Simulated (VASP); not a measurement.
Here is a VASP 6.6.1 calculation.

INCAR

```
SYSTEM = PbSe
PREC = Accurate
ENCUT = 500
EDIFF = 1E-6
ISMEAR = -1
SIGMA = 0.1
LREAL = .FALSE.
LASPH = .TRUE.
NELM = 120
ALGO = Normal
ISIF = 2
LWAVE = .FALSE.
LCHARG = .FALSE.
GGA = PS
NBANDS = 17
GGA_COMPAT = .FALSE.
```

KPOINTS

```
Automatic mesh
0
G
  6 6 6
  0 0 0
```

File POSCAR:

```
PbSe
1.0
    3.7331762438      0.0000000000      0.0000000000
    0.0000000000      3.7331762438      0.0000000000
    0.0000000000      0.0000000000      3.7331762438
Pb Se
1 1
Direct
    0.0000000000      0.0000000000      0.0000000000
    0.5000000000      0.5000000000      0.5000000000
```

Potentials or basis: VASP PAW PBE potentials, release 64 (Pb_d, Se).

Launch:

```bash
$ cat potpaw_PBE.64/Pb_d/POTCAR potpaw_PBE.64/Se/POTCAR > POTCAR
$ mpirun -np 1 vasp_std > vasp.out
```

Problem. What does it give for the band gap on the k mesh?

Solution. Zero (band 10 reaches 5.78 eV, above the bottom of band 11 at 4.87 eV).

Problem. Estimate the pressure.

Solution. -1.3 GPa.

Caveat: the PAW data sets were made with another functional, which shifts forces and pressure a little; spin-orbit coupling is left out, which moves the levels of the heavy elements.
